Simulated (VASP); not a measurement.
# Si4Cl (I4/mmm) in VASP: notebook

Si4Cl is run at these levels: PBE; tasks: single point, relaxation of cell and atoms.

Everything below comes from runs of VASP 6.6.1. Logs are shortened: lines on timing, memory, paths and dates and some standing lists are left out, and cuts for length are marked.

### Step 1. The cell of the first run

It takes space group I4/mmm (No. 139, tetragonal). The conventional cell has a = 4.459 Å, b = 4.459 Å, c = 8.432 Å, α = 90.00°, β = 90.00°, γ = 90.00°. Si (site symmetry 4mm) has 1 Cl at 2.07 Å within 2.7 Å. Si (site symmetry mmm) has 2 Cl at 2.23 Å within 2.9 Å. Cl (site symmetry 4/mmm) has 6 Si at 2.07 to 2.23 Å within 2.7 Å.

The cell was built from a structure type or drawn by symmetry, and may not be a known phase.

### Step 2. Single point, PBE

INCAR reads:

```
PREC = Accurate
ENCUT = 520
EDIFF = 1E-6
ISMEAR = 0
SIGMA = 0.1
LREAL = F
LASPH = T
NELM = 100
ALGO = Normal
ISIF = 2
LWAVE = F
LCHARG = F
GGA = PE
NBANDS = 20
```

KPOINTS reads:

```
regular mesh
0
Gamma
  6 6 6
```

POSCAR reads:

```
Si4Cl
1.0
   -2.2297016900      2.2297016900      4.2158001100
    2.2297016900     -2.2297016900      4.2158001100
    2.2297016900      2.2297016900     -4.2158001100
Si Cl
4 1
Direct
    0.2450000000      0.2450000000      0.0000000000
    0.7550000000      0.7550000000      0.0000000000
    0.5000000000      0.0000000000      0.5000000000
    0.0000000000      0.5000000000      0.5000000000
    0.0000000000      0.0000000000      0.0000000000
```

Potentials or basis: VASP PAW PBE potentials, release 64 (Si, Cl).

Run with:

```sh
$ cat potpaw_PBE.64/Si/POTCAR potpaw_PBE.64/Cl/POTCAR > POTCAR
$ mpirun -np 1 vasp_std > vasp.out
```

OUTCAR:

```text
PREC = Accurate
   ENCUT = 520
   EDIFF = 1E-6
   ISMEAR = 0
   LREAL = F
   LASPH = T
   NELM = 100
   ISIF = 2
   GGA = PE

 ion  position               nearest neighbor table
   1  0.245  0.245  0.000-   5 2.07   4 3.04   3 3.04   4 3.04   3 3.04   3 3.10   4 3.10   3 3.10
                             4 3.10
   2  0.755  0.755  0.000-   5 2.07   4 3.04   3 3.04   3 3.04   4 3.04   4 3.10   3 3.10   3 3.10
                             4 3.10
   3  0.500  0.000  0.500-   5 2.23   5 2.23   1 3.04   1 3.04   2 3.04   2 3.04   1 3.10   2 3.10
                             2 3.10   1 3.10
   4  0.000  0.500  0.500-   5 2.23   5 2.23   1 3.04   1 3.04   2 3.04   2 3.04   1 3.10   2 3.10
                             2 3.10   1 3.10
   5  0.000  0.000  0.000-   1 2.07   2 2.07   3 2.23   4 2.23   4 2.23   3 2.23

  LATTYP: Found a body centered tetragonal cell.
 ALAT       =     4.4594033800
 C/A-ratio  =     1.8907462505

  Lattice vectors:

 A1 = (  -2.2297016900,   2.2297016900,   4.2158001100)
 A2 = (   2.2297016900,  -2.2297016900,   4.2158001100)
 A3 = (   2.2297016900,   2.2297016900,  -4.2158001100)

Analysis of symmetry for initial positions (statically):
=====================================================================
 Subroutine PRICEL returns:
 Original cell was already a primitive cell.

 Routine SETGRP: Setting up the symmetry group for a
 body centered tetragonal supercell.

 Subroutine GETGRP returns: Found 16 space group operations
 (whereof 16 operations were pure point group operations)
 out of a pool of 16 trial point group operations.

The static configuration has the point symmetry D_4h.

Analysis of symmetry for dynamics (positions and initial velocities):
=====================================================================
 Subroutine PRICEL returns:
 Original cell was already a primitive cell.

 Routine SETGRP: Setting up the symmetry group for a
 body centered tetragonal supercell.

 Subroutine GETGRP returns: Found 16 space group operations
 (whereof 16 operations were pure point group operations)
 out of a pool of 16 trial point group operations.

The dynamic configuration has the point symmetry D_4h.

 Subroutine INISYM returns: Found 16 space group operations
 (whereof 16 operations are pure point group operations),
 and found     1 'primitive' translations

----------------------------------------------------------------------------------------

                                     Primitive cell

  volume of cell :      83.8366

  direct lattice vectors                    reciprocal lattice vectors
    -2.229701690  2.229701690  4.215800110     0.000000000  0.224245244  0.118601449
     2.229701690 -2.229701690  4.215800110     0.224245244  0.000000000  0.118601449
     2.229701690  2.229701690 -4.215800110     0.224245244  0.224245244  0.000000000

  length of vectors
     5.264609180  5.264609180  5.264609180     0.253677419  0.253677419  0.317130666

  position of ions in fractional coordinates (direct lattice)
     0.245000000  0.245000000  0.000000000
     0.755000000  0.755000000  0.000000000
     0.500000000  0.000000000  0.500000000
     0.000000000  0.500000000  0.500000000
     0.000000000  0.000000000  0.000000000

  ion indices of the primitive-cell ions
   primitive index   ion index
                 1           1
                 2           2
                 3           3
                 4           4
                 5           5

----------------------------------------------------------------------------------------

 KPOINTS: regular mesh

Automatic generation of k-mesh.
 Grid dimensions read from file:
 generate k-points for:    6    6    6

 Generating k-lattice:

  Cartesian coordinates                     Fractional coordinates (reciprocal lattice)
     0.000000000  0.037374207  0.019766908     0.166666667  0.000000000 -0.000000000
     0.037374207  0.000000000  0.019766908     0.000000000  0.166666667 -0.000000000
     0.037374207  0.037374207  0.000000000     0.000000000  0.000000000  0.166666667

  Length of vectors
     0.042279570  0.042279570  0.052855111

  Shift w.r.t. Gamma in fractional coordinates (k-lattice)
     0.000000000  0.000000000  0.000000000

 Subroutine IBZKPT returns following result:
 ===========================================

 Found     30 irreducible k-points:

 Following reciprocal coordinates:
            Coordinates               Weight
  0.000000  0.000000  0.000000      1.000000
  0.166667 -0.000000  0.000000      8.000000
  0.333333 -0.000000  0.000000      8.000000
  0.500000 -0.000000  0.000000      4.000000
  0.166667  0.166667  0.000000      8.000000
  0.333333  0.166667  0.000000     16.000000
[... 16 lines left out ...]
 -0.333333 -0.333333  0.166667      8.000000
 -0.166667 -0.333333  0.166667      8.000000
 [... further k-points ...]
   k-points           NKPTS =     30   k-points in BZ     NKDIM =     30   number of bands    NBANDS=     20
   number of dos      NEDOS =    301   number of ions     NIONS =      5
   total plane-waves  NPLWV =  64000
   dimension x,y,z NGX =    40 NGY =   40 NGZ =   40
   dimension x,y,z NGXF=    80 NGYF=   80 NGZF=   80
   ions per type =               4   1
   NGX,Y,Z   is equivalent  to a cutoff of  12.63, 12.63, 12.63 a.u.
   NGXF,Y,Z  is equivalent  to a cutoff of  25.26, 25.26, 25.26 a.u.
 SYSTEM =  unknown system
   PREC   = accura    normal or accurate (medium, high low for compatibility)
   ISTART =      0    job   : 0-new  1-cont  2-samecut
   ICHARG =      2    charge: 1-file 2-atom 10-const
   ISPIN  =      1    spin polarized calculation?
   LNONCOLLINEAR =      F non collinear calculations
   LSORBIT =      F    spin-orbit coupling
   LASPH  =      T    aspherical Exc in radial PAW
   ENCUT  =  520.0 eV  38.22 Ry    6.18 a.u.   9.79  9.79  9.79*2*pi/ulx,y,z
   NELM   =    100;   NELMIN=  2; NELMDL= -5     # of ELM steps
   EDIFF  = 0.1E-05   stopping-criterion for ELM
   LREAL  =      F    real-space projection
   EDIFFG = 0.1E-04   stopping-criterion for IOM
   NSW    =      0    number of steps for IOM
   IBRION =     -1    ionic relax: 0-MD 1-quasi-New 2-CG
   NFREE  =      0    steps in history (QN), initial steepest desc. (CG)
   ISIF   =      2    stress and relaxation
   ISYM   =      2    0-nonsym 1-usesym 2-fastsym
   POTIM  = 0.5000    time-step for ionic-motion
   TEBEG  =    0.0;   TEEND  =   0.0 temperature during run
   PSTRESS=    0.0 pullay stress
   NELECT =      23.0000    total number of electrons
   NUPDOWN=      -1.0000    fix difference up-down
   EMIN   =  10.00;   EMAX   =-10.00  energy-range for DOS
   EFERMI =   0.00;   METHOD = LEGACY
   ISMEAR =     0;   SIGMA  =   0.10  broadening in eV -4-tet -1-fermi 0-gaus
   EFERMI_NEDOS =   21; number of points for ismear=-14 and -15
   IALGO  =     38    algorithm
   IMIX   =      4    mixing-type and parameters
     AMIX     =   0.40;   BMIX     =  1.00
     AMIX_MAG =   1.60;   BMIX_MAG =  1.00
  volume/ion in A,a.u.               =      16.77       113.15
  Fermi-wavevector in a.u.,A,eV,Ry     =   1.063750  2.010196 15.395866  1.131564
  Thomas-Fermi vector in A             =   2.199245
   LORBIT       =      0    0 simple, 1 ext, 2 COOP (PROOUT), +10 PAW based schemes
   GGA     = PE    functional components
   LHFCALC =     F    Hartree Fock is set to
   AEXX    =    0.0000 exact exchange contribution
   IVDW    =     0    specifies the selected vdW correction
   LEPSILON=     F    determine dielectric tensor
   LRPA    =     F    only Hartree local field effects (RPA)
 non-spin polarized calculation
 Gauss-broadening in eV      SIGMA  =   0.10
  energy-cutoff  :      520.00
  volume of cell :       83.84
 maximum number of plane-waves:      2299
   NGX = 19   NGY = 19   NGZ = 19

 number of electron      23.0000000 magnetization

 Free energy of the ion-electron system (eV)
  ---------------------------------------------------
  ext. energy  EPLUGINS =         0.00000000
  ---------------------------------------------------
  free energy    TOTEN  =       -15.09018890 eV

  energy without entropy =      -15.07963295  energy(sigma->0) =      -15.08491092

 E-fermi :   8.3895     XC(G=0): -10.5218

 val. band max:        8.3178134902   @ k =   0.5000   0.5000   0.3333
 cond. band min:       8.3983915772   @ k =  -0.1667  -0.3333   0.1667
 fundamental gap:      0.0805780870
 Fermi energy:         8.3894714719

 k-point     1 :       0.0000    0.0000    0.0000
  band No.  band energies     occupation
      1     -13.1374      2.00000
      2      -3.2324      2.00000
      3      -1.9947      2.00000
      4      -1.9947      2.00000
      5      -1.2962      2.00000
      6       2.5151      2.00000
[... 12 lines left out ...]
     19      13.9634      0.00000
     20      15.2691      0.00000

 k-point     2 :       0.1667   -0.0000    0.0000
  band No.  band energies     occupation
      1     -13.1041      2.00000
      2      -3.3936      2.00000
      3      -2.6668      2.00000
      4      -1.9843      2.00000
      5      -0.5356      2.00000
      6       2.6266      2.00000
[... 12 lines left out ...]
     19      13.8220      0.00000
     20      14.4701      0.00000

 k-point     3 :       0.3333   -0.0000    0.0000
  band No.  band energies     occupation
      1     -13.0355      2.00000
      2      -3.8076      2.00000
      3      -3.1649      2.00000
      4      -1.9624      2.00000
      5       0.3180      2.00000
      6       2.2543      2.00000
[... 12 lines left out ...]
     19      14.2926      0.00000
     20      14.8716      0.00000

 k-point     4 :       0.5000   -0.0000    0.0000
  band No.  band energies     occupation
      1     -13.0002      2.00000
      2      -4.0355      2.00000
      3      -3.2900      2.00000
      4      -1.9507      2.00000
      5       0.6473      2.00000
      6       2.1826      2.00000
[... 429 lines left out ...]
 k-point    23 :      -0.3333   -0.3333    0.1667
  band No.  band energies     occupation
      1     -13.0398      2.00000
      2      -3.9957      2.00000
      3      -2.6392      2.00000
      4      -2.5913      2.00000
      5       1.1446      2.00000
      6       1.8343      2.00000
[... 12 lines left out ...]
     19      13.2752      0.00000
     20      13.9163      0.00000

 k-point    24 :      -0.1667   -0.3333    0.1667
  band No.  band energies     occupation
      1     -13.0779      2.00000
      2      -3.8752      2.00000
      3      -2.6134      2.00000
      4      -2.0437      2.00000
      5       0.2424      2.00000
      6       1.8884      2.00000
[... 12 lines left out ...]
     19      13.2641      0.00000
     20      14.1062      0.00000

 [... further k-points ...]
[... 5 lines left out ...]
  --------------------------------------------------------------------------------------
  -------------------------------------------------------------------------------------
  Total        5.5679086      5.5679086     14.3049591      0.0000000      0.0000000      0.0000000
  in kB      106.4067431    106.4067431    273.3780707      0.0000000      0.0000000      0.0000000
  external PRESSURE =     162.0638523 kB  Pullay stress =       0.0000000 kB

 VOLUME and BASIS-vectors are now :
 -----------------------------------------------------------------------------
  energy-cutoff  :      520.00
  volume of cell :       83.84
      direct lattice vectors                 reciprocal lattice vectors
    -2.229701690  2.229701690  4.215800110     0.000000000  0.224245244  0.118601449
     2.229701690 -2.229701690  4.215800110     0.224245244  0.000000000  0.118601449
     2.229701690  2.229701690 -4.215800110     0.224245244  0.224245244  0.000000000

 POSITION                                       TOTAL-FORCE (eV/Angst)
 -----------------------------------------------------------------------------------
      0.00000      0.00000      2.06574         0.000000      0.000000      4.916920
      0.00000      0.00000      6.36586         0.000000      0.000000     -4.916920
      0.00000      2.22970      0.00000        -0.000000     -0.000000     -0.000000
      2.22970      0.00000      0.00000        -0.000000     -0.000000     -0.000000
      0.00000      0.00000      0.00000        -0.000000     -0.000000      0.000000
 -----------------------------------------------------------------------------------
    total drift:                                0.000000      0.000000      0.000000

  FREE ENERGIE OF THE ION-ELECTRON SYSTEM (eV)
  ---------------------------------------------------
  free  energy   TOTEN  =       -15.0901888995 eV

  energy  without entropy=      -15.0796329460  energy(sigma->0) =      -15.08491092
```

It took 83 s on 1 thread of Intel Xeon 8259CL, shared host; peak memory 0.24 GiB.

What came out:

- Free energy: -15.0902 eV
- Pressure: 16.2 GPa
- Largest force: 4.917 eV/Å
- Band gap on the k mesh: zero (an odd number of electrons rules out a gap without spin polarisation)

Forces on the atoms (eV/Å):
```
Si   0.000  0.000  4.917
Si   0.000  0.000 -4.917
Si   0.000  0.000  0.000
Si   0.000  0.000  0.000
Cl   0.000  0.000  0.000
```

Stress tensor (GPa, compression positive):
```
10.64  0.00  0.00
 0.00 10.64  0.00
 0.00  0.00 27.34
```

Levels at points of the mesh, in eV from the Fermi level:
```csv
k point,band 9,band 10,band 11,band 12,band 13,band 14
"(0.00, 0.00, 0.00)",-2.92,-2.92,-1.12,0.01,0.01,1.65
"(0.50, 0.00, 0.00)",-2.22,-1.76,-1.02,0.06,0.13,0.36
"(0.50, 0.50, 0.00)",-3.05,-2.11,-1.45,0.25,0.51,0.67
"(0.50, 0.50, 0.50)",-1.76,-1.76,1.03,1.16,1.16,1.72
```

Caveat: the cell stands under pressure; an odd number of electrons without spin polarisation forces a metal; a magnetic or distorted state may lie lower.

[end of part 1 of 2]
